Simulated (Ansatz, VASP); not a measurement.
# NaPb2Au2 in VASP and in Ansatz

```
Na Pb Au
1.0
    -2.67534    2.67534    5.26706
     2.67534   -2.67534    5.26706
     2.67534    2.67534   -5.26706
Na Pb Au
1 2 2
Cartesian
  0.0000 0.0000 0.0000
  0.0000 0.0000 6.8540
  0.0000 0.0000 3.6801
  2.6753 0.0000 2.6335
  0.0000 2.6753 2.6335
```

Alike in both runs: functional PBE; k mesh 10 × 10 × 10; occupations gaussian, width 0.1 eV; no spin polarisation.

Ansatz relaxed the structure, and its values are those at the end. VASP's run is a single point on that final structure, the one shown.

```csv
,VASP,Ansatz
version,VASP 6.6.1,Ansatz 0.2.0
potentials or method,"VASP PAW PBE potentials, release 64 (Na_pv, Pb_d, Au), cutoff 520 eV","scalar-relativistic, plane waves, PAW"
valence electrons in the cell,57,75
```

|  | VASP | Ansatz | Ansatz less VASP |
| --- | --- | --- | --- |
| gap on the k mesh at the Fermi level (eV) | none | none | - |
| pressure (GPa) | 0.0 | 0.0 | +0.05 |

A gap of «none» marks a metal or a gap that the smearing closes. The functional is the same, so the differences come from potentials, cutoffs and numerics. VASP's potentials hold 57 valence electrons a cell and Ansatz's 75, so a difference there can come from the potentials and not from the codes.

Spin-orbit coupling is off throughout.
